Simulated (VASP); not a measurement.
A run of VASP 6.6.1:

INCAR

```
PREC = Accurate
ENCUT = 520
EDIFF = 1E-6
ISMEAR = 0
SIGMA = 0.02
LREAL = F
LASPH = T
NELM = 100
ALGO = Normal
ISIF = 2
LWAVE = F
LCHARG = T
GGA = PS
LELF = T
LVHAR = T
NBANDS = 16
```

Contents of KPOINTS:

```
Automatic mesh
0
Gamma
  6 6 6
```

Contents of POSCAR:

```
SrLiH3
1.0
    4.5924889880      0.0000000000      0.0000000000
    0.0000000000      4.5924889880      0.0000000000
    0.0000000000      0.0000000000      4.5924889880
Li Sr H
1 1 3
Direct
    0.0000000000      0.0000000000      0.0000000000
    0.5000000000      0.5000000000      0.5000000000
    0.0000000000      0.5000000000      0.5000000000
    0.5000000000      0.0000000000      0.5000000000
    0.5000000000      0.5000000000      0.0000000000
```

Potentials or basis: VASP PAW PBE potentials, release 64 (Li_sv, Sr_sv, H).

Launch:

```bash
$ cat potpaw_PBE.64/Li_sv/POTCAR potpaw_PBE.64/Sr_sv/POTCAR potpaw_PBE.64/H/POTCAR > POTCAR
$ mpirun -np 1 vasp_std > vasp.out
```

Hardware: 1 thread of AMD EPYC 9R45 96-Core Processor (Zen 5), with other jobs on the host.

Estimate the wall time of this run.

Wall time 16 s on 1 thread of AMD EPYC 9R45 96-Core Processor (Zen 5), with other jobs on the host, peak memory 0.18 GiB. Counts: scf iterations 15, k points 20.
